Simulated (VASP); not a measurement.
# Al3P2 (P4mm) in VASP: further runs

Runs on Al3P2. Level: PBE. Tasks: single point, relaxation of cell and atoms.

Everything below comes from runs of VASP 6.6.1. Logs are shortened: lines on timing, memory, paths and dates and some standing lists are left out, and cuts for length are marked.

**1. The cell of the first run**

The structure is tetragonal, space group P4mm (No. 99). The conventional cell has a = 3.772 Å, b = 3.772 Å, c = 5.556 Å, α = 90.00°, β = 90.00°, γ = 90.00°. Within 3.2 Å of Al (site symmetry 2mm) lie 4 P at 2.42 to 2.50 Å and 6 Al at 2.44 to 2.67 Å. Within 3.2 Å of Al (site symmetry 4mm) lie 4 Al at 2.44 Å and 6 P at 2.49 to 3.06 Å. P (site symmetry 4mm) has 6 Al at 2.42 to 3.06 Å within 3.2 Å. Within 3.3 Å of P (site symmetry 4mm) lie 8 Al at 2.50 to 2.67 Å.

The cell was built from a structure type or drawn by symmetry, and may not be a known phase.

**2. Single point, PBE**

INCAR reads:

```
SYSTEM = Al3P2
ALGO = Normal
EDIFF = 1E-6
ENCUT = 520
GGA = PE
ISIF = 2
ISMEAR = 0
LASPH = .TRUE.
LCHARG = .TRUE.
LELF = .TRUE.
LREAL = .FALSE.
LVHAR = .TRUE.
LWAVE = .FALSE.
NBANDS = 18
NELM = 100
PREC = Accurate
SIGMA = 0.1
```

KPOINTS reads:

```
k-points
0
G
  4 4 4
  0 0 0
```

POSCAR reads:

```
Al3P2
1.0
    3.7724000400      0.0000000000      0.0000000000
    0.0000000000      3.7724000400      0.0000000000
    0.0000000000      0.0000000000      5.5562881900
Al P
3 2
Direct
    0.5000000000      0.0000000000      0.9934612500
    0.0000000000      0.5000000000      0.9934612500
    0.0000000000      0.0000000000      0.2721384500
    0.0000000000      0.0000000000      0.7211286400
    0.5000000000      0.5000000000      0.2898103300
```

Potentials or basis: VASP PAW PBE potentials, release 64 (Al, P).

Command:

```sh
$ cat potpaw_PBE.64/Al/POTCAR potpaw_PBE.64/P/POTCAR > POTCAR
$ mpirun -np 1 vasp_std > vasp.out
```

OUTCAR:

```text
SYSTEM = Al3P2
   EDIFF = 1E-6
   ENCUT = 520
   GGA = PE
   ISIF = 2
   ISMEAR = 0
   LASPH = .TRUE.
   LREAL = .FALSE.
   NELM = 100
   PREC = Accurate

 ion  position               nearest neighbor table
   1  0.500  0.000  0.993-   4 2.42   4 2.42   3 2.44   3 2.44   5 2.50   5 2.50   2 2.67   2 2.67
                             2 2.67   2 2.67
   2  0.000  0.500  0.993-   4 2.42   4 2.42   3 2.44   3 2.44   5 2.50   5 2.50   1 2.67   1 2.67
                             1 2.67   1 2.67
   3  0.000  0.000  0.272-   1 2.44   2 2.44   2 2.44   1 2.44   4 2.49   5 2.67   5 2.67   5 2.67
                             5 2.67   4 3.06
   4  0.000  0.000  0.721-   1 2.42   2 2.42   2 2.42   1 2.42   3 2.49   3 3.06
   5  0.500  0.500  0.290-   1 2.50   2 2.50   1 2.50   2 2.50   3 2.67   3 2.67   3 2.67   3 2.67

  LATTYP: Found a simple tetragonal cell.
 ALAT       =     3.7724000400
 C/A-ratio  =     1.4728788387

  Lattice vectors:

 A1 = (   3.7724000400,   0.0000000000,   0.0000000000)
 A2 = (   0.0000000000,   3.7724000400,   0.0000000000)
 A3 = (   0.0000000000,   0.0000000000,   5.5562881900)

Analysis of symmetry for initial positions (statically):
=====================================================================
 Subroutine PRICEL returns:
 Original cell was already a primitive cell.

 Routine SETGRP: Setting up the symmetry group for a
 simple tetragonal supercell.

 Subroutine GETGRP returns: Found  8 space group operations
 (whereof  8 operations were pure point group operations)
 out of a pool of 16 trial point group operations.

The static configuration has the point symmetry C_4v.

Analysis of symmetry for dynamics (positions and initial velocities):
=====================================================================
 Subroutine PRICEL returns:
 Original cell was already a primitive cell.

 Routine SETGRP: Setting up the symmetry group for a
 simple tetragonal supercell.

 Subroutine GETGRP returns: Found  8 space group operations
 (whereof  8 operations were pure point group operations)
 out of a pool of 16 trial point group operations.

The dynamic configuration has the point symmetry C_4v.

 Subroutine INISYM returns: Found  8 space group operations
 (whereof  8 operations are pure point group operations),
 and found     1 'primitive' translations

----------------------------------------------------------------------------------------

                                     Primitive cell

  volume of cell :      79.0715

  direct lattice vectors                    reciprocal lattice vectors
     3.772400040  0.000000000  0.000000000     0.265083233  0.000000000  0.000000000
     0.000000000  3.772400040  0.000000000     0.000000000  0.265083233  0.000000000
     0.000000000  0.000000000  5.556288190     0.000000000  0.000000000  0.179976266

  length of vectors
     3.772400040  3.772400040  5.556288190     0.265083233  0.265083233  0.179976266

  position of ions in fractional coordinates (direct lattice)
     0.500000000  0.000000000  0.993461250
     0.000000000  0.500000000  0.993461250
     0.000000000  0.000000000  0.272138450
     0.000000000  0.000000000  0.721128640
     0.500000000  0.500000000  0.289810330

  ion indices of the primitive-cell ions
   primitive index   ion index
                 1           1
                 2           2
                 3           3
                 4           4
                 5           5

----------------------------------------------------------------------------------------

 KPOINTS: k-points

Automatic generation of k-mesh.
 Grid dimensions read from file:
 generate k-points for:    4    4    4

 Generating k-lattice:

  Cartesian coordinates                     Fractional coordinates (reciprocal lattice)
     0.066270808  0.000000000  0.000000000     0.250000000  0.000000000  0.000000000
     0.000000000  0.066270808  0.000000000     0.000000000  0.250000000  0.000000000
     0.000000000  0.000000000  0.044994066     0.000000000  0.000000000  0.250000000

  Length of vectors
     0.066270808  0.066270808  0.044994066

  Shift w.r.t. Gamma in fractional coordinates (k-lattice)
     0.000000000  0.000000000  0.000000000

 Subroutine IBZKPT returns following result:
 ===========================================

 Found     18 irreducible k-points:

 Following reciprocal coordinates:
            Coordinates               Weight
  0.000000  0.000000  0.000000      1.000000
  0.250000  0.000000  0.000000      4.000000
  0.500000  0.000000  0.000000      2.000000
  0.250000  0.250000  0.000000      4.000000
  0.500000  0.250000  0.000000      4.000000
  0.500000  0.500000  0.000000      1.000000
[... 10 lines left out ...]
  0.500000  0.250000  0.500000      4.000000
  0.500000  0.500000  0.500000      1.000000
   k-points           NKPTS =     18   k-points in BZ     NKDIM =     18   number of bands    NBANDS=     18
   number of dos      NEDOS =    301   number of ions     NIONS =      5
   total plane-waves  NPLWV =  32928
   dimension x,y,z NGX =    28 NGY =   28 NGZ =   42
   dimension x,y,z NGXF=    56 NGYF=   56 NGZF=   84
   ions per type =               3   2
   NGX,Y,Z   is equivalent  to a cutoff of  12.34, 12.34, 12.57 a.u.
   NGXF,Y,Z  is equivalent  to a cutoff of  24.68, 24.68, 25.13 a.u.
 SYSTEM =  Al3P2
   PREC   = accura    normal or accurate (medium, high low for compatibility)
   ISTART =      0    job   : 0-new  1-cont  2-samecut
   ICHARG =      2    charge: 1-file 2-atom 10-const
   ISPIN  =      1    spin polarized calculation?
   LNONCOLLINEAR =      F non collinear calculations
   LSORBIT =      F    spin-orbit coupling
   LASPH  =      T    aspherical Exc in radial PAW
   ENCUT  =  520.0 eV  38.22 Ry    6.18 a.u.   7.01  7.01 10.33*2*pi/ulx,y,z
   NELM   =    100;   NELMIN=  2; NELMDL= -5     # of ELM steps
   EDIFF  = 0.1E-05   stopping-criterion for ELM
   LREAL  =      F    real-space projection
   EDIFFG = 0.1E-04   stopping-criterion for IOM
   NSW    =      0    number of steps for IOM
   IBRION =     -1    ionic relax: 0-MD 1-quasi-New 2-CG
   NFREE  =      0    steps in history (QN), initial steepest desc. (CG)
   ISIF   =      2    stress and relaxation
   ISYM   =      2    0-nonsym 1-usesym 2-fastsym
   POTIM  = 0.5000    time-step for ionic-motion
   TEBEG  =    0.0;   TEEND  =   0.0 temperature during run
   PSTRESS=    0.0 pullay stress
   NELECT =      19.0000    total number of electrons
   NUPDOWN=      -1.0000    fix difference up-down
   EMIN   =  10.00;   EMAX   =-10.00  energy-range for DOS
   EFERMI =   0.00;   METHOD = LEGACY
   ISMEAR =     0;   SIGMA  =   0.10  broadening in eV -4-tet -1-fermi 0-gaus
   EFERMI_NEDOS =   21; number of points for ismear=-14 and -15
   IALGO  =     38    algorithm
   IMIX   =      4    mixing-type and parameters
     AMIX     =   0.40;   BMIX     =  1.00
     AMIX_MAG =   1.60;   BMIX_MAG =  1.00
  volume/ion in A,a.u.               =      15.81       106.72
  Fermi-wavevector in a.u.,A,eV,Ry     =   1.017777  1.923320 14.093866  1.035870
  Thomas-Fermi vector in A             =   2.151197
   LORBIT       =      0    0 simple, 1 ext, 2 COOP (PROOUT), +10 PAW based schemes
   GGA     = PE    functional components
   LHFCALC =     F    Hartree Fock is set to
   AEXX    =    0.0000 exact exchange contribution
   IVDW    =     0    specifies the selected vdW correction
   LEPSILON=     F    determine dielectric tensor
   LRPA    =     F    only Hartree local field effects (RPA)
 non-spin polarized calculation
 Gauss-broadening in eV      SIGMA  =   0.10
  energy-cutoff  :      520.00
  volume of cell :       79.07
 maximum number of plane-waves:      2156
   NGX = 15   NGY = 15   NGZ = 21

 number of electron      18.9999997 magnetization

 Free energy of the ion-electron system (eV)
  ---------------------------------------------------
  ext. energy  EPLUGINS =         0.00000000
  ---------------------------------------------------
  free energy    TOTEN  =       -20.73377453 eV

  energy without entropy =      -20.72170075  energy(sigma->0) =      -20.72773764

 E-fermi :   8.6985     XC(G=0): -10.3192

 val. band max:        8.6600808227   @ k =   0.5000   0.0000   0.0000
 cond. band min:       8.7836440997   @ k =   0.2500   0.2500   0.0000
 fundamental gap:      0.1235632770
 Fermi energy:         8.6985192290

 k-point     1 :       0.0000    0.0000    0.0000
  band No.  band energies     occupation
      1      -5.9589      2.00000
      2      -2.9353      2.00000
      3       0.5692      2.00000
      4       3.5832      2.00000
      5       3.5832      2.00000
      6       5.1898      2.00000
[... 10 lines left out ...]
     17      14.1918      0.00000
     18      14.1918      0.00000

 k-point     2 :       0.2500    0.0000    0.0000
  band No.  band energies     occupation
      1      -5.4078      2.00000
      2      -2.9060      2.00000
      3       0.9493      2.00000
      4       1.2163      2.00000
      5       4.0861      2.00000
      6       4.1042      2.00000
[... 10 lines left out ...]
     17      14.3545      0.00000
     18      14.6540      0.00000

 k-point     3 :       0.5000    0.0000    0.0000
  band No.  band energies     occupation
      1      -4.0037      2.00000
      2      -3.9072      2.00000
      3       0.2465      2.00000
      4       1.9360      2.00000
      5       2.4285      2.00000
      6       3.9373      2.00000
[... 10 lines left out ...]
     17      13.5415      0.00000
     18      15.3020      0.00000

 k-point     4 :       0.2500    0.2500    0.0000
  band No.  band energies     occupation
      1      -4.8738      2.00000
      2      -2.7817      2.00000
      3       1.3375      2.00000
      4       1.4395      2.00000
      5       1.9164      2.00000
      6       3.7699      2.00000
[... 249 lines left out ...]
      4       1.7302      2.00000
      5       2.3555      2.00000
      6       3.9378      2.00000
[... 10 lines left out ...]
     17      13.5590      0.00000
     18      13.8269      0.00000

 k-point    17 :       0.5000    0.2500    0.5000
  band No.  band energies     occupation
      1      -3.4743      2.00000
      2      -3.2206      2.00000
      3      -0.6434      2.00000
      4       1.2891      2.00000
      5       2.8083      2.00000
      6       3.2318      2.00000
[... 10 lines left out ...]
     17      13.8517      0.00000
     18      15.7080      0.00000

 k-point    18 :       0.5000    0.5000    0.5000
  band No.  band energies     occupation
      1      -2.8184      2.00000
      2      -2.7325      2.00000
      3       0.6060      2.00000
      4       0.6060      2.00000
      5       1.1105      2.00000
      6       2.9175      2.00000
[... 10 lines left out ...]
     17      16.7040      0.00000
     18      16.7040      0.00000

------------------------ aborting loop because EDIFF is reached ----------------------------------------

  FORCE on cell =-STRESS in cart. coord.  units (eV):
  Direction    XX          YY          ZZ          XY          YZ          ZX
  --------------------------------------------------------------------------------------
  -------------------------------------------------------------------------------------
  Total        9.2113911      9.2113911      7.1076278      0.0000000      0.0000000      0.0000000
  in kB      186.6446555    186.6446555    144.0174161      0.0000000      0.0000000      0.0000000
  external PRESSURE =     172.4355757 kB  Pullay stress =       0.0000000 kB

 VOLUME and BASIS-vectors are now :
 -----------------------------------------------------------------------------
  energy-cutoff  :      520.00
  volume of cell :       79.07
      direct lattice vectors                 reciprocal lattice vectors
     3.772400040  0.000000000  0.000000000     0.265083233  0.000000000  0.000000000
     0.000000000  3.772400040  0.000000000     0.000000000  0.265083233  0.000000000
     0.000000000  0.000000000  5.556288190     0.000000000  0.000000000  0.179976266

 POSITION                                       TOTAL-FORCE (eV/Angst)
 -----------------------------------------------------------------------------------
      1.88620      0.00000      5.51996        -0.000000     -0.000000     -1.694143
      0.00000      1.88620      5.51996        -0.000000     -0.000000     -1.694143
      0.00000      0.00000      1.51208        -0.000000     -0.000000      4.392548
      0.00000      0.00000      4.00680         0.000000     -0.000000     -0.647632
      1.88620      1.88620      1.61027        -0.000000      0.000000     -0.356629
 -----------------------------------------------------------------------------------
    total drift:                               -0.000000      0.000000      0.000211

  FREE ENERGIE OF THE ION-ELECTRON SYSTEM (eV)
  ---------------------------------------------------
  free  energy   TOTEN  =       -20.7337745259 eV

  energy  without entropy=      -20.7217007514  energy(sigma->0) =      -20.72773764
```

Wall time 43 s (1 thread of Intel Xeon 8259CL, shared host); peak memory 0.18 GiB.

What came out:

* Free energy: -20.7338 eV
* Pressure: 17.2 GPa
* Largest force: 4.393 eV/Å
* Band gap on the k mesh: zero (an odd number of electrons rules out a gap without spin polarisation)

Forces on the atoms (eV/Å):
```
Al   0.000  0.000 -1.694
Al   0.000  0.000 -1.694
Al   0.000  0.000  4.393
P    0.000  0.000 -0.648
P    0.000  0.000 -0.357
```

Stress tensor (GPa, compression positive):
```
18.66  0.00  0.00
 0.00 18.66  0.00
 0.00  0.00 14.40
```

Caveat: the k points lie up to 0.42 Å⁻¹ apart, too coarse for converged energies and pressures of a metal; forces of over 1 eV/Å act on the atoms, so gaps and moduli don't describe the material at rest.

**3. Single point, PBE**

This run uses another cell than the first one, of 19.64 Å³/atom.

INCAR reads:

```
SYSTEM = Al3P2
  PREC = Accurate
  ENCUT = 520
  EDIFF = 1E-6
  ISMEAR = 0
  SIGMA = 0.1
  LREAL = .FALSE.
  LASPH = .TRUE.
  NELM = 80
  ALGO = Normal
  ISIF = 2
  LWAVE = .FALSE.
  LCHARG = .TRUE.
  GGA = PE
  LELF = .TRUE.
  LVHAR = .TRUE.
  NBANDS = 18
```

KPOINTS reads:

```
Automatic mesh
0
G
  4 4 4
  0 0 0
```

POSCAR reads:

```
Al3P2
1.0
    4.0509968261      0.0000000000      0.0000000000
    0.0000000000      4.0509968261      0.0000000000
    0.0000000000      0.0000000000      5.9848185323
Al P
3 2
Direct
    0.5000000000      0.0000000000      0.9823368368
    0.0000000000      0.5000000000      0.9823368368
    0.0000000000      0.0000000000      0.3319084633
    0.0000000000      0.0000000000      0.7457169996
    0.5000000000      0.5000000000      0.2277007836
```

Potentials or basis: VASP PAW PBE potentials, release 64 (Al, P).

Command:

```sh
$ cat potpaw_PBE.64/Al/POTCAR potpaw_PBE.64/P/POTCAR > POTCAR
$ mpirun -np 1 vasp_std > vasp.out
```

Run time: 54 s. Hardware: 1 thread of Intel Xeon 8259CL, shared host; peak memory 0.19 GiB.

Results (log left out):

```
Free energy            : -22.1900 eV
Pressure               : 0.2 GPa
Largest force          : 0.036 eV/Å
Band gap on the k mesh : zero (an odd number of electrons rules out a gap without spin polarisation)
```

Forces on the atoms (eV/Å):
```
Al   0.000  0.000 -0.006
Al   0.000  0.000 -0.006
Al   0.000  0.000 -0.013
P    0.000  0.000  0.036
P    0.000  0.000 -0.010
```

Levels at points of the mesh, in eV from the Fermi level:
| k point | band 7 | band 8 | band 9 | band 10 | band 11 | band 12 | band 13 | band 14 |
| --- | --- | --- | --- | --- | --- | --- | --- | --- |
| (0.00, 0.00, 0.00) | -2.66 | -2.66 | -2.65 | -1.71 | -0.02 | 1.52 | 1.77 | 1.77 |
| (0.50, 0.00, 0.00) | -3.70 | -3.54 | -0.76 | -0.73 | 0.83 | 1.58 | 2.37 | 2.44 |
| (0.50, 0.50, 0.00) | -4.74 | -4.73 | -4.32 | -0.68 | -0.68 | -0.04 | 5.01 | 5.79 |
| (0.00, 0.00, 0.50) | -3.15 | -3.15 | -2.18 | -1.53 | 0.43 | 0.89 | 2.62 | 3.33 |
| (0.50, 0.00, 0.50) | -3.43 | -2.99 | -1.39 | -1.18 | -0.04 | 0.16 | 1.68 | 1.93 |
| (0.50, 0.50, 0.50) | -5.42 | -4.62 | -1.83 | 0.66 | 1.21 | 1.82 | 1.82 | 2.76 |

Caveat: the k points lie up to 0.39 Å⁻¹ apart, too coarse for converged energies and pressures of a metal.

**4. Relaxation of cell and atoms, PBE**

INCAR reads:

```
PREC = Accurate
ENCUT = 600
EDIFF = 1E-7
ISMEAR = 0
SIGMA = 0.1
LREAL = F
LASPH = T
NELM = 80
ALGO = Normal
ISIF = 3
LWAVE = F
LCHARG = F
GGA = PE
IBRION = 2
NSW = 90
EDIFFG = -0.04
```

KPOINTS reads:

```
Automatic mesh
0
Gamma
  4 4 4
```

POSCAR reads:

```
Al3P2
1.0
    3.7724000400      0.0000000000      0.0000000000
    0.0000000000      3.7724000400      0.0000000000
    0.0000000000      0.0000000000      5.5562881900
Al P
3 2
Direct
    0.5000000000      0.0000000000      0.9934612500
    0.0000000000      0.5000000000      0.9934612500
    0.0000000000      0.0000000000      0.2721384500
    0.0000000000      0.0000000000      0.7211286400
    0.5000000000      0.5000000000      0.2898103300
```

Command:

```sh
$ cat potpaw_PBE.64/Al/POTCAR potpaw_PBE.64/P/POTCAR > POTCAR
$ mpirun -np 1 vasp_std > vasp.out
```

Wall time 6.3 min (1 thread of Intel Xeon 8259CL, shared host); peak memory 0.21 GiB.

Results (log left out):

```yaml
Free_energy: -22.1890 eV
Relaxed_volume: 19.84 Å³/atom
Relaxed_cell: a = 4.063 Å, b = 4.063 Å, c = 6.009 Å, α = 90.00°, β = 90.00°, γ = 90.00°
Space_group_after_relaxing_to_0.1_Å: P4mm (No. 99)
Energy_gained_by_relaxing: 290.9 meV/atom
Ionic_steps: 14
Pressure_after_relaxing: 0.0 GPa
Largest_force_after_relaxing: 0.039 eV/Å
Band_gap_on_the_k_mesh: zero (an odd number of electrons rules out a gap without spin polarisation)
```

Forces in eV/Å, atoms in the order of the input:
```
Al   0.000  0.000 -0.010
Al   0.000  0.000 -0.010
Al   0.000  0.000 -0.028
P    0.000  0.000  0.009
P    0.000  0.000  0.039
```

Step by step:
| step | energy change (eV) | largest force (eV/Å) | pressure (GPa) | volume (Å³) |
| --- | --- | --- | --- | --- |
| 1 | 0.0000 | 4.3923 | 17.25 | 79.07 |
| 2 | -0.9447 | 1.6675 | -5.05 | 100.19 |
| 3 | -1.0675 | 1.4526 | -1.48 | 93.65 |
| 4 | -1.2098 | 1.1318 | -0.32 | 92.81 |
| 5 | -1.3105 | 0.4807 | 3.41 | 90.80 |
| 6 | -1.3189 | 0.5507 | 2.36 | 91.26 |
| 7 | -1.4061 | 0.2778 | 0.96 | 95.27 |
| 8 | -1.4225 | 0.5941 | -0.44 | 101.00 |
| 9 | -1.4299 | 0.4345 | -0.11 | 99.13 |
| 10 | -1.4518 | 0.0917 | -0.50 | 100.36 |
| 11 | -1.4518 | 0.0818 | -0.50 | 100.39 |
| 12 | -1.4537 | 0.1033 | 0.24 | 98.98 |
| 13 | -1.4539 | 0.0757 | 0.06 | 99.31 |
| 14 | -1.4544 | 0.0390 | -0.01 | 99.20 |

Final structure:
```xyz
5
Lattice="4.0632 0.0000 0.0000 0.0000 4.0632 0.0000 0.0000 0.0000 6.0086" Properties=species:S:1:pos:R:3 pbc="T T T"
Al    2.0316    0.0000    5.9026
Al    0.0000    2.0316    5.9026
Al    0.0000    0.0000    2.0064
P     0.0000    0.0000    4.4901
P     2.0316    2.0316    1.3464
```

Levels at points of the mesh, in eV from the Fermi level:
```
           k point  band 7  band 8  band 9  band 10  band 11  band 12  band 13
(0.00, 0.00, 0.00)   -2.67   -2.67   -2.65    -1.75    -0.03     1.50     1.76
(0.50, 0.00, 0.00)   -3.73   -3.56   -0.79    -0.78     0.84     1.54     2.37
(0.50, 0.50, 0.00)   -4.73   -4.72   -4.32    -0.67    -0.67     0.01     4.94
(0.00, 0.00, 0.50)   -3.15   -3.15   -2.17    -1.58     0.39     0.88     2.58
(0.50, 0.00, 0.50)   -3.45   -3.01   -1.45    -1.20    -0.03     0.16     1.87
(0.50, 0.50, 0.50)   -5.39   -4.60   -1.84     0.61     1.23     1.80     1.80
```

Caveat: the k points lie up to 0.39 Å⁻¹ apart in the final cell, too coarse for converged energies and pressures of a metal; the volume moved by over 15 % at a fixed basis, so the end points are rough.

(Continued in part 2 of 2.)
